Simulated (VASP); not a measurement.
# CsI (Pm-3m) in VASP: relaxation of cell and atoms with HSE06

Aim: the relaxation of cell and atoms of CsI with HSE06.

All numbers are computed with VASP 6.6.1; they aren't measurements. Logs are shortened: lines on timing, memory, paths and dates and some standing lists are left out, and cuts for length are marked.

## (1) The cell of the first run

Symmetry: Pm-3m, No. 221, cubic system. Conventional cell: a = 4.608 Å, b = 4.608 Å, c = 4.608 Å, α = 90.00°, β = 90.00°, γ = 90.00°. Cs (site symmetry m-3m) has 8 I at 3.99 Å and 6 Cs at 4.61 Å within 5.2 Å. Within 5.2 Å of I (site symmetry m-3m) lie 8 Cs at 3.99 Å and 6 I at 4.61 Å.

## (2) Relaxation of cell and atoms, HSE06

File POSCAR:

```
CsI
1.0
    4.6081171041      0.0000000000      0.0000000000
    0.0000000000      4.6081171041      0.0000000000
    0.0000000000      0.0000000000      4.6081171041
Cs I
1 1
Direct
    0.0000000000      0.0000000000      0.0000000000
    0.5000000000      0.5000000000      0.5000000000
```

File INCAR.step1:

```
  PREC = Accurate
  ENCUT = 500
  EDIFF = 1E-5
  ISMEAR = -1
  SIGMA = 0.02
  LREAL = F
  LASPH = T
  NELM = 120
  ALGO = Normal
  LWAVE = T
  LCHARG = F
  GGA = PE
  NBANDS = 15
  GGA_COMPAT = F
  IBRION = 2
  ISIF = 3
  EDIFFG = -0.005
  NELMIN = 4
  NSW = 100
```

File INCAR.step2:

```
  PREC = Accurate
  ENCUT = 500
  EDIFF = 1E-7
  ISMEAR = -1
  SIGMA = 0.02
  LREAL = F
  LASPH = T
  NELM = 120
  ALGO = Normal
  ISIF = 3
  LWAVE = F
  LCHARG = F
  GGA = PE
  LHFCALC = T
  HFSCREEN = 0.2079
  PRECFOCK = Normal
  IBRION = 2
  NSW = 80
  EDIFFG = -0.005
  ISTART = 1
  GGA_COMPAT = F
  NELMIN = 4
```

File KPOINTS:

```
regular mesh
0
Gamma
  4 4 4
```

Potentials or basis: VASP PAW PBE potentials, release 64 (Cs_sv, I).

On the command line:

```
$ cat potpaw_PBE.64/Cs_sv/POTCAR potpaw_PBE.64/I/POTCAR > POTCAR
$ cp INCAR.step1 INCAR
$ mpirun -np 1 vasp_std > vasp.out
$ cp INCAR.step2 INCAR
$ mpirun -np 1 vasp_std > vasp.out
```

OUTCAR:

```text
PREC = Accurate
   ENCUT = 500
   EDIFF = 1E-7
   ISMEAR = -1
   LREAL = F
   LASPH = T
   NELM = 120
   ISIF = 3
   GGA = PE
   LHFCALC = T
   HFSCREEN = 0.2079
   PRECFOCK = Normal
   IBRION = 2
   NSW = 80
   EDIFFG = -0.005
   ISTART = 1
   NELMIN = 4

 ion  position               nearest neighbor table
   1  0.000  0.000  0.000-
   2  0.500  0.500  0.500-

  LATTYP: Found a simple cubic cell.
 ALAT       =     4.6081171041

  Lattice vectors:

 A1 = (   4.6081171041,   0.0000000000,   0.0000000000)
 A2 = (   0.0000000000,   4.6081171041,   0.0000000000)
 A3 = (   0.0000000000,   0.0000000000,   4.6081171041)

Analysis of symmetry for initial positions (statically):
=====================================================================
 Subroutine PRICEL returns:
 Original cell was already a primitive cell.

 Routine SETGRP: Setting up the symmetry group for a
 simple cubic supercell.

 Subroutine GETGRP returns: Found 48 space group operations
 (whereof 48 operations were pure point group operations)
 out of a pool of 48 trial point group operations.

The static configuration has the point symmetry O_h .

Analysis of symmetry for dynamics (positions and initial velocities):
=====================================================================
 Subroutine PRICEL returns:
 Original cell was already a primitive cell.

 Routine SETGRP: Setting up the symmetry group for a
 simple cubic supercell.

 Subroutine GETGRP returns: Found 48 space group operations
 (whereof 48 operations were pure point group operations)
 out of a pool of 48 trial point group operations.

The dynamic configuration has the point symmetry O_h .

 Subroutine INISYM returns: Found 48 space group operations
 (whereof 48 operations are pure point group operations),
 and found     1 'primitive' translations

----------------------------------------------------------------------------------------

                                     Primitive cell

  volume of cell :      97.8522

  direct lattice vectors                    reciprocal lattice vectors
     4.608117104  0.000000000  0.000000000     0.217008374  0.000000000  0.000000000
     0.000000000  4.608117104  0.000000000     0.000000000  0.217008374  0.000000000
     0.000000000  0.000000000  4.608117104     0.000000000  0.000000000  0.217008374

  length of vectors
     4.608117104  4.608117104  4.608117104     0.217008374  0.217008374  0.217008374

  position of ions in fractional coordinates (direct lattice)
     0.000000000  0.000000000  0.000000000
     0.500000000  0.500000000  0.500000000

  ion indices of the primitive-cell ions
   primitive index   ion index
                 1           1
                 2           2

----------------------------------------------------------------------------------------

 KPOINTS: regular mesh

Automatic generation of k-mesh.
 Grid dimensions read from file:
 generate k-points for:    4    4    4

 Generating k-lattice:

  Cartesian coordinates                     Fractional coordinates (reciprocal lattice)
     0.054252094  0.000000000  0.000000000     0.250000000  0.000000000  0.000000000
     0.000000000  0.054252094  0.000000000     0.000000000  0.250000000  0.000000000
     0.000000000  0.000000000  0.054252094     0.000000000  0.000000000  0.250000000

  Length of vectors
     0.054252094  0.054252094  0.054252094

  Shift w.r.t. Gamma in fractional coordinates (k-lattice)
     0.000000000  0.000000000  0.000000000

 Subroutine IBZKPT returns following result:
 ===========================================

 Found     10 irreducible k-points:

 Following reciprocal coordinates:
            Coordinates               Weight
  0.000000  0.000000  0.000000      1.000000
  0.250000  0.000000  0.000000      6.000000
  0.500000  0.000000  0.000000      3.000000
  0.250000  0.250000  0.000000     12.000000
  0.500000  0.250000  0.000000     12.000000
  0.500000  0.500000  0.000000      3.000000
  0.250000  0.250000  0.250000      8.000000
  0.500000  0.250000  0.250000     12.000000
  0.500000  0.500000  0.250000      6.000000
  0.500000  0.500000  0.500000      1.000000
   k-points           NKPTS =     10   k-points in BZ     NKDIM =     64   number of bands    NBANDS=     12
   number of dos      NEDOS =    301   number of ions     NIONS =      2
   total plane-waves  NPLWV =  46656
   dimension x,y,z NGX =    36 NGY =   36 NGZ =   36
   dimension x,y,z NGXF=    72 NGYF=   72 NGZF=   72
   ions per type =               1   1
   NGX,Y,Z   is equivalent  to a cutoff of  12.99, 12.99, 12.99 a.u.
   NGXF,Y,Z  is equivalent  to a cutoff of  25.98, 25.98, 25.98 a.u.
 SYSTEM =  unknown system
   PREC   = accura    normal or accurate (medium, high low for compatibility)
   ISTART =      1    job   : 0-new  1-cont  2-samecut
   ICHARG =      0    charge: 1-file 2-atom 10-const
   ISPIN  =      1    spin polarized calculation?
   LNONCOLLINEAR =      F non collinear calculations
   LSORBIT =      F    spin-orbit coupling
   LASPH  =      T    aspherical Exc in radial PAW
   ENCUT  =  500.0 eV  36.75 Ry    6.06 a.u.   8.40  8.40  8.40*2*pi/ulx,y,z
   NELM   =    120;   NELMIN=  4; NELMDL=  0     # of ELM steps
   EDIFF  = 0.1E-06   stopping-criterion for ELM
   LREAL  =      F    real-space projection
   EDIFFG = -.5E-02   stopping-criterion for IOM
   NSW    =     80    number of steps for IOM
   IBRION =      2    ionic relax: 0-MD 1-quasi-New 2-CG
   NFREE  =      1    steps in history (QN), initial steepest desc. (CG)
   ISIF   =      3    stress and relaxation
   ISYM   =      3    0-nonsym 1-usesym 2-fastsym
   POTIM  = 0.5000    time-step for ionic-motion
   TEBEG  =    0.0;   TEEND  =   0.0 temperature during run
   PSTRESS=    0.0 pullay stress
   NELECT =      16.0000    total number of electrons
   NUPDOWN=      -1.0000    fix difference up-down
   EMIN   =  10.00;   EMAX   =-10.00  energy-range for DOS
   EFERMI =   0.00;   METHOD = LEGACY
   ISMEAR =    -1;   SIGMA  =   0.02  broadening in eV -4-tet -1-fermi 0-gaus
   EFERMI_NEDOS =   21; number of points for ismear=-14 and -15
   IALGO  =     38    algorithm
   IMIX   =      1    mixing-type and parameters
     AMIX     =   0.40;   BMIX     =  1.00
     AMIX_MAG =   1.60;   BMIX_MAG =  1.00
  volume/ion in A,a.u.               =      48.93       330.17
  Fermi-wavevector in a.u.,A,eV,Ry     =   0.895209  1.691701 10.903708  0.801400
  Thomas-Fermi vector in A             =   2.017512
   LORBIT       =      0    0 simple, 1 ext, 2 COOP (PROOUT), +10 PAW based schemes
   GGA     = PE    functional components
   LHFCALC =     T    Hartree Fock is set to
   PRECFOCK=normal    Normal, Fast or Accurate (Low or Medium for compatibility)
   ENCUT4O =  -1.0   cutoff for four orbital integrals eV
   NKREDX  =     1    reduce k-point grid by
   NKREDY  =     1    reduce k-point grid by
   NKREDZ  =     1    reduce k-point grid by
   AEXX    =    0.2500 exact exchange contribution
   HFSCREEN=    0.2079 screening length (either q_TF or 0.3 A-1)
   HFSCREENC=   0.2079 screening length for correlation (either q_TF or 0.3 A-1)
   ENCUTFOCK=  -1.0 apply spherical cutoff to Coloumb kernel
   IVDW    =     0    specifies the selected vdW correction
   LEPSILON=     F    determine dielectric tensor
   LRPA    =     F    only Hartree local field effects (RPA)
 conjugate gradient relaxation of ions
 non-spin polarized calculation
  energy-cutoff  :      500.00
  volume of cell :       97.85
 maximum number of plane-waves:      2517
 NGX is ok and might be reduce to    36
  NGX = 28; NGY = 28; NGZ = 28

--------------------------------------- Ionic step        1  -------------------------------------------

 number of electron      16.0000002 magnetization

 Free energy of the ion-electron system (eV)
  ---------------------------------------------------
  ext. energy  EPLUGINS =         0.00000000
  ---------------------------------------------------
  free energy    TOTEN  =        -6.30790349 eV

  energy without entropy =       -6.30790349  energy(sigma->0) =       -6.30790349

------------------------ aborting loop because EDIFF is reached ----------------------------------------

  FORCE on cell =-STRESS in cart. coord.  units (eV):
  Direction    XX          YY          ZZ          XY          YZ          ZX
  --------------------------------------------------------------------------------------
  -------------------------------------------------------------------------------------
  Total        0.1237830      0.1237830      0.1237830      0.0000000      0.0000000     -0.0000000
  in kB        2.0267536      2.0267536      2.0267536      0.0000000      0.0000000     -0.0000000
  external PRESSURE =       2.0267536 kB  Pullay stress =       0.0000000 kB
[... 93 lines left out ...]
  energy  without entropy=       -6.3090939348  energy(sigma->0) =       -6.30909393

--------------------------------------- Ionic step        4  -------------------------------------------

 number of electron      16.0000000 magnetization

 Free energy of the ion-electron system (eV)
  ---------------------------------------------------
  ext. energy  EPLUGINS =         0.00000000
  ---------------------------------------------------
  free energy    TOTEN  =        -6.30910559 eV

  energy without entropy =       -6.30910559  energy(sigma->0) =       -6.30910559

 E-fermi :   0.3271     XC(G=0):  -6.3616

 val. band max:       -0.1503701273   @ k =   0.5000   0.5000   0.0000
 cond. band min:       4.5614836241   @ k =   0.0000   0.0000   0.0000
 fundamental gap:      4.7118537514
 Fermi energy:         0.3270823200

 k-point     1 :       0.0000    0.0000    0.0000
  band No.  band energies     occupation
      1     -22.0635      2.00000
      2     -11.6369      2.00000
      3      -7.7589      2.00000
      4      -7.7589      2.00000
      5      -7.7589      2.00000
      6      -0.2524      2.00000
      7      -0.2524      2.00000
      8      -0.2524      2.00000
      9       4.5615      0.00000
     10       5.0613      0.00000
     11       5.0613      0.00000
     12       8.7161      0.00000
[... 162 lines left out ...]
  FREE ENERGIE OF THE ION-ELECTRON SYSTEM (eV)
  ---------------------------------------------------
  free  energy   TOTEN  =        -6.3091055911 eV

  energy  without entropy=       -6.3091055911  energy(sigma->0) =       -6.30910559

 reached required accuracy - stopping structural energy minimisation
```

It took 23 min on 1 thread of Intel Xeon 6975P-C (Granite Rapids), shared host; peak memory 0.32 GiB.

Results:

```
Free energy                            : -6.3091 eV
Relaxed volume                         : 49.87 Å³/atom
Relaxed cell                           : a = 4.637 Å, b = 4.637 Å, c = 4.637 Å, α = 90.00°, β = 90.00°, γ = 90.00°
Space group after relaxing (to 0.05 Å) : Pm-3m (No. 221)
Energy gained by relaxing              : 0.6 meV/atom
Ionic steps                            : 4
Pressure after relaxing                : 0.0 GPa
Band gap on the k mesh                 : 4.71 eV, indirect (least direct gap 4.81 eV)
```

The path:
```csv
step,energy change (eV),largest force (eV/Å),pressure (GPa),volume (Å³)
1,0.0000,0.0000,0.20,97.85
2,-0.0009,0.0000,0.11,98.73
3,-0.0012,0.0000,0.02,99.54
4,-0.0012,0.0000,0.00,99.73
```

Final structure:
```
CELL_PARAMETERS angstrom
4.63747 0.00000 0.00000
0.00000 4.63747 0.00000
0.00000 0.00000 4.63747
ATOMIC_POSITIONS crystal
Cs 0.00000 0.00000 0.00000
I 0.50000 0.50000 0.50000
```

Levels at points of the mesh, in eV from the valence-band top:
```csv
k point,band 4,band 5,band 6,band 7,band 8,band 9,band 10,band 11,band 12
"(0.00, 0.00, 0.00)",-7.61,-7.61,-0.10,-0.10,-0.10,4.71,5.21,5.21,8.87
"(0.50, 0.00, 0.00)",-7.55,-7.55,-1.53,-0.22,-0.22,6.27,7.31,7.62,7.84
"(0.50, 0.50, 0.00)",-7.94,-7.52,-0.89,-0.89,0.00,5.22,5.92,7.17,7.17
"(0.50, 0.50, 0.50)",-7.83,-7.83,-1.27,-1.27,-1.27,8.05,8.05,8.05,8.85
```

Caveat: the PAW data sets were made with another functional, which shifts forces and pressure a little; spin-orbit coupling is left out, which moves the levels of the heavy elements. A k mesh can miss the band edges.
